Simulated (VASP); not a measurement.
# Ga4O3 (Pm-3m) in VASP: a series of runs

Ga4O3 is run at these levels: PBE; tasks: single point, relaxation of cell and atoms.

Program: VASP 6.6.1. These are calculated values, not measurements. Logs are shortened: lines on timing, memory, paths and dates and some standing lists are left out, and cuts for length are marked.

## (1) The cell of the first run

Symmetry: Pm-3m, No. 221, cubic system. Conventional cell: a = 4.624 Å, b = 4.624 Å, c = 4.624 Å, α = 90.00°, β = 90.00°, γ = 90.00°. Ga (site symmetry 4/mmm) has 2 Ga at 2.31 Å and 4 O at 2.31 Å within 3.1 Å. Within 3.1 Å of Ga (site symmetry m-3m) lie 6 Ga at 2.31 Å. Within 3.1 Å of O (site symmetry 4/mmm) lie 4 Ga at 2.31 Å.

## (2) Single point, PBE

INCAR

```
SYSTEM = Ga4O3
PREC = Accurate
ENCUT = 520
EDIFF = 1E-6
ISMEAR = 0
SIGMA = 0.1
LREAL = .False.
LASPH = .True.
NELM = 100
ALGO = Normal
ISIF = 2
LWAVE = .False.
LCHARG = .False.
GGA = PE
NBANDS = 44
```

KPOINTS

```
regular mesh
0
Gamma
  8 8 8
  0 0 0
```

POSCAR

```
Ga4O3
1.0
    4.6236960717      0.0000000000      0.0000000000
    0.0000000000      4.6236960717      0.0000000000
    0.0000000000      0.0000000000      4.6236960717
Ga O
4 3
Direct
    0.0000000000      0.5000000000      0.5000000000
    0.5000000000      0.0000000000      0.5000000000
    0.5000000000      0.5000000000      0.0000000000
    0.5000000000      0.5000000000      0.5000000000
    0.5000000000      0.0000000000      0.0000000000
    0.0000000000      0.5000000000      0.0000000000
    0.0000000000      0.0000000000      0.5000000000
```

Potentials or basis: VASP PAW PBE potentials, release 64 (Ga_d, O).

On the command line:

```
> cat potpaw_PBE.64/Ga_d/POTCAR potpaw_PBE.64/O/POTCAR > POTCAR
> mpirun -np 1 vasp_std > vasp.out
```

OUTCAR:

```text
SYSTEM = Ga4O3
   PREC = Accurate
   ENCUT = 520
   EDIFF = 1E-6
   ISMEAR = 0
   LREAL = .False.
   LASPH = .True.
   NELM = 100
   ISIF = 2
   GGA = PE

 ion  position               nearest neighbor table
   1  0.000  0.500  0.500-   4 2.31   6 2.31   7 2.31   6 2.31   7 2.31   4 2.31
   2  0.500  0.000  0.500-   4 2.31   5 2.31   7 2.31   5 2.31   4 2.31   7 2.31
   3  0.500  0.500  0.000-   4 2.31   5 2.31   6 2.31   4 2.31   5 2.31   6 2.31
   4  0.500  0.500  0.500-   1 2.31   2 2.31   3 2.31   3 2.31   2 2.31   1 2.31
   5  0.500  0.000  0.000-   2 2.31   3 2.31   2 2.31   3 2.31
   6  0.000  0.500  0.000-   1 2.31   3 2.31   1 2.31   3 2.31
   7  0.000  0.000  0.500-   1 2.31   2 2.31   1 2.31   2 2.31

  LATTYP: Found a simple cubic cell.
 ALAT       =     4.6236960717

  Lattice vectors:

 A1 = (   4.6236960717,   0.0000000000,   0.0000000000)
 A2 = (   0.0000000000,   4.6236960717,   0.0000000000)
 A3 = (   0.0000000000,   0.0000000000,   4.6236960717)

Analysis of symmetry for initial positions (statically):
=====================================================================
 Subroutine PRICEL returns:
 Original cell was already a primitive cell.

 Routine SETGRP: Setting up the symmetry group for a
 simple cubic supercell.

 Subroutine GETGRP returns: Found 48 space group operations
 (whereof 48 operations were pure point group operations)
 out of a pool of 48 trial point group operations.

The static configuration has the point symmetry O_h .

Analysis of symmetry for dynamics (positions and initial velocities):
=====================================================================
 Subroutine PRICEL returns:
 Original cell was already a primitive cell.

 Routine SETGRP: Setting up the symmetry group for a
 simple cubic supercell.

 Subroutine GETGRP returns: Found 48 space group operations
 (whereof 48 operations were pure point group operations)
 out of a pool of 48 trial point group operations.

The dynamic configuration has the point symmetry O_h .

 Subroutine INISYM returns: Found 48 space group operations
 (whereof 48 operations are pure point group operations),
 and found     1 'primitive' translations

----------------------------------------------------------------------------------------

                                     Primitive cell

  volume of cell :      98.8480

  direct lattice vectors                    reciprocal lattice vectors
     4.623696072  0.000000000  0.000000000     0.216277191  0.000000000  0.000000000
     0.000000000  4.623696072  0.000000000     0.000000000  0.216277191  0.000000000
     0.000000000  0.000000000  4.623696072     0.000000000  0.000000000  0.216277191

  length of vectors
     4.623696072  4.623696072  4.623696072     0.216277191  0.216277191  0.216277191

  position of ions in fractional coordinates (direct lattice)
     0.000000000  0.500000000  0.500000000
     0.500000000  0.000000000  0.500000000
     0.500000000  0.500000000  0.000000000
     0.500000000  0.500000000  0.500000000
     0.500000000  0.000000000  0.000000000
     0.000000000  0.500000000  0.000000000
     0.000000000  0.000000000  0.500000000

  ion indices of the primitive-cell ions
   primitive index   ion index
                 1           1
                 2           2
                 3           3
                 4           4
                 5           5
                 6           6
                 7           7

----------------------------------------------------------------------------------------

 KPOINTS: regular mesh

Automatic generation of k-mesh.
 Grid dimensions read from file:
 generate k-points for:    8    8    8

 Generating k-lattice:

  Cartesian coordinates                     Fractional coordinates (reciprocal lattice)
     0.027034649  0.000000000  0.000000000     0.125000000  0.000000000  0.000000000
     0.000000000  0.027034649  0.000000000     0.000000000  0.125000000  0.000000000
     0.000000000  0.000000000  0.027034649     0.000000000  0.000000000  0.125000000

  Length of vectors
     0.027034649  0.027034649  0.027034649

  Shift w.r.t. Gamma in fractional coordinates (k-lattice)
     0.000000000  0.000000000  0.000000000

 Subroutine IBZKPT returns following result:
 ===========================================

 Found     35 irreducible k-points:

 Following reciprocal coordinates:
            Coordinates               Weight
  0.000000  0.000000  0.000000      1.000000
  0.125000  0.000000  0.000000      6.000000
  0.250000  0.000000  0.000000      6.000000
  0.375000  0.000000  0.000000      6.000000
  0.500000  0.000000  0.000000      3.000000
  0.125000  0.125000  0.000000     12.000000
[... 16 lines left out ...]
  0.375000  0.375000  0.125000     24.000000
  0.500000  0.375000  0.125000     24.000000
 [... further k-points ...]
   k-points           NKPTS =     35   k-points in BZ     NKDIM =     35   number of bands    NBANDS=     44
   number of dos      NEDOS =    301   number of ions     NIONS =      7
   total plane-waves  NPLWV =  46656
   dimension x,y,z NGX =    36 NGY =   36 NGZ =   36
   dimension x,y,z NGXF=    72 NGYF=   72 NGZF=   72
   ions per type =               4   3
   NGX,Y,Z   is equivalent  to a cutoff of  12.94, 12.94, 12.94 a.u.
   NGXF,Y,Z  is equivalent  to a cutoff of  25.89, 25.89, 25.89 a.u.
 SYSTEM =  Ga4O3
   PREC   = accura    normal or accurate (medium, high low for compatibility)
   ISTART =      0    job   : 0-new  1-cont  2-samecut
   ICHARG =      2    charge: 1-file 2-atom 10-const
   ISPIN  =      1    spin polarized calculation?
   LNONCOLLINEAR =      F non collinear calculations
   LSORBIT =      F    spin-orbit coupling
   LASPH  =      T    aspherical Exc in radial PAW
   ENCUT  =  520.0 eV  38.22 Ry    6.18 a.u.   8.60  8.60  8.60*2*pi/ulx,y,z
   NELM   =    100;   NELMIN=  2; NELMDL= -5     # of ELM steps
   EDIFF  = 0.1E-05   stopping-criterion for ELM
   LREAL  =      F    real-space projection
   EDIFFG = 0.1E-04   stopping-criterion for IOM
   NSW    =      0    number of steps for IOM
   IBRION =     -1    ionic relax: 0-MD 1-quasi-New 2-CG
   NFREE  =      0    steps in history (QN), initial steepest desc. (CG)
   ISIF   =      2    stress and relaxation
   ISYM   =      2    0-nonsym 1-usesym 2-fastsym
   POTIM  = 0.5000    time-step for ionic-motion
   TEBEG  =    0.0;   TEEND  =   0.0 temperature during run
   PSTRESS=    0.0 pullay stress
   NELECT =      70.0000    total number of electrons
   NUPDOWN=      -1.0000    fix difference up-down
   EMIN   =  10.00;   EMAX   =-10.00  energy-range for DOS
   EFERMI =   0.00;   METHOD = LEGACY
   ISMEAR =     0;   SIGMA  =   0.10  broadening in eV -4-tet -1-fermi 0-gaus
   EFERMI_NEDOS =   21; number of points for ismear=-14 and -15
   IALGO  =     38    algorithm
   IMIX   =      4    mixing-type and parameters
     AMIX     =   0.40;   BMIX     =  1.00
     AMIX_MAG =   1.60;   BMIX_MAG =  1.00
  volume/ion in A,a.u.               =      14.12        95.29
  Fermi-wavevector in a.u.,A,eV,Ry     =   1.459211  2.757510 28.970859  2.129298
  Thomas-Fermi vector in A             =   2.575805
   LORBIT       =      0    0 simple, 1 ext, 2 COOP (PROOUT), +10 PAW based schemes
   GGA     = PE    functional components
   LHFCALC =     F    Hartree Fock is set to
   AEXX    =    0.0000 exact exchange contribution
   IVDW    =     0    specifies the selected vdW correction
   LEPSILON=     F    determine dielectric tensor
   LRPA    =     F    only Hartree local field effects (RPA)
 non-spin polarized calculation
 Gauss-broadening in eV      SIGMA  =   0.10
  energy-cutoff  :      520.00
  volume of cell :       98.85
 maximum number of plane-waves:      2685
 NGX is ok and might be reduce to    36
   NGX = 17   NGY = 17   NGZ = 17

 number of electron      70.0000021 magnetization

 Free energy of the ion-electron system (eV)
  ---------------------------------------------------
  ext. energy  EPLUGINS =         0.00000000
  ---------------------------------------------------
  free energy    TOTEN  =       -27.30490103 eV

  energy without entropy =      -27.26614735  energy(sigma->0) =      -27.28552419

 E-fermi :   3.2278     XC(G=0): -10.8173

 val. band max:        3.2130702961   @ k =   0.2500   0.2500   0.1250
 cond. band min:       3.2313964912   @ k =   0.3750   0.2500   0.2500
 fundamental gap:      0.0183261951
 Fermi energy:         3.2278240479

 k-point     1 :       0.0000    0.0000    0.0000
  band No.  band energies     occupation
      1     -13.6669      2.00000
      2     -13.1751      2.00000
      3     -13.1751      2.00000
      4     -12.3034      2.00000
      5     -12.3034      2.00000
      6     -11.9110      2.00000
[... 36 lines left out ...]
     43      12.9341      0.00000
     44      12.9365      0.00000

 k-point     2 :       0.1250    0.0000    0.0000
  band No.  band energies     occupation
      1     -13.6352      2.00000
      2     -13.1821      2.00000
      3     -13.1534      2.00000
      4     -12.3033      2.00000
      5     -12.2742      2.00000
      6     -11.9107      2.00000
[... 36 lines left out ...]
     43      12.3436      0.00000
     44      12.8267      0.00000

 k-point     3 :       0.2500    0.0000    0.0000
  band No.  band energies     occupation
      1     -13.5496      2.00000
      2     -13.2053      2.00000
      3     -13.0983      2.00000
      4     -12.3032      2.00000
      5     -12.2026      2.00000
      6     -11.9097      2.00000
[... 36 lines left out ...]
     43      11.7435      0.00000
     44      11.8522      0.00000

 k-point     4 :       0.3750    0.0000    0.0000
  band No.  band energies     occupation
      1     -13.4369      2.00000
      2     -13.2520      2.00000
      3     -13.0397      2.00000
      4     -12.3031      2.00000
      5     -12.1305      2.00000
      6     -11.9087      2.00000
[... 882 lines left out ...]
     43      11.8819      0.00000
     44      11.9059      0.00000

 k-point    23 :       0.3750    0.3750    0.1250
  band No.  band energies     occupation
      1     -13.2329      2.00000
      2     -13.1438      2.00000
      3     -13.0200      2.00000
      4     -12.1894      2.00000
      5     -11.9566      2.00000
      6     -11.8157      2.00000
[... 36 lines left out ...]
     43      11.2109      0.00000
     44      12.1161      0.00000

 k-point    24 :       0.5000    0.3750    0.1250
  band No.  band energies     occupation
      1     -13.1686      2.00000
      2     -13.1671      2.00000
      3     -13.0080      2.00000
      4     -12.1840      2.00000
      5     -11.9083      2.00000
      6     -11.8147      2.00000
[... 36 lines left out ...]
     43      11.1461      0.00000
     44      11.9696      0.00000

 [... further k-points ...]
[... 5 lines left out ...]
  --------------------------------------------------------------------------------------
  -------------------------------------------------------------------------------------
  Total        0.2080020      0.2080020      0.2080020      0.0000000      0.0000000      0.0000000
  in kB        3.3714006      3.3714006      3.3714006      0.0000000      0.0000000      0.0000000
  external PRESSURE =       3.3714006 kB  Pullay stress =       0.0000000 kB

 VOLUME and BASIS-vectors are now :
 -----------------------------------------------------------------------------
  energy-cutoff  :      520.00
  volume of cell :       98.85
      direct lattice vectors                 reciprocal lattice vectors
     4.623696072  0.000000000  0.000000000     0.216277191  0.000000000  0.000000000
     0.000000000  4.623696072  0.000000000     0.000000000  0.216277191  0.000000000
     0.000000000  0.000000000  4.623696072     0.000000000  0.000000000  0.216277191

 POSITION                                       TOTAL-FORCE (eV/Angst)
 -----------------------------------------------------------------------------------
      0.00000      2.31185      2.31185         0.000000      0.000000      0.000000
      2.31185      0.00000      2.31185         0.000000      0.000000      0.000000
      2.31185      2.31185      0.00000         0.000000      0.000000      0.000000
      2.31185      2.31185      2.31185         0.000000      0.000000      0.000000
      2.31185      0.00000      0.00000         0.000000      0.000000      0.000000
      0.00000      2.31185      0.00000         0.000000      0.000000      0.000000
      0.00000      0.00000      2.31185         0.000000      0.000000      0.000000
 -----------------------------------------------------------------------------------
    total drift:                                0.000000      0.000000      0.000000

  FREE ENERGIE OF THE ION-ELECTRON SYSTEM (eV)
  ---------------------------------------------------
  free  energy   TOTEN  =       -27.3049010267 eV

  energy  without entropy=      -27.2661473462  energy(sigma->0) =      -27.28552419
```

It took 1.7 min on 1 thread of Intel Xeon Platinum 8488C (Sapphire Rapids), shared host; peak memory 0.26 GiB.

Results:

```yaml
Free_energy: -27.3049 eV
Pressure: 0.3 GPa
Band_gap_on_the_k_mesh: zero (band 35 reaches 4.34 eV, above the bottom of band 36 at 2.98 eV)
```

Levels at points of the mesh, in eV from the Fermi level:
```csv
k point,band 33,band 34,band 35,band 36,band 37,band 38
"(0.00, 0.00, 0.00)",-0.46,-0.46,-0.46,0.44,0.44,0.44
"(0.50, 0.00, 0.00)",-0.51,-0.51,-0.23,-0.23,1.89,2.59
"(0.50, 0.50, 0.00)",-0.74,-0.11,0.08,0.08,3.21,4.07
"(0.50, 0.50, 0.50)",-0.03,1.11,1.11,1.11,3.32,3.32
```

[end of part 1 of 2]
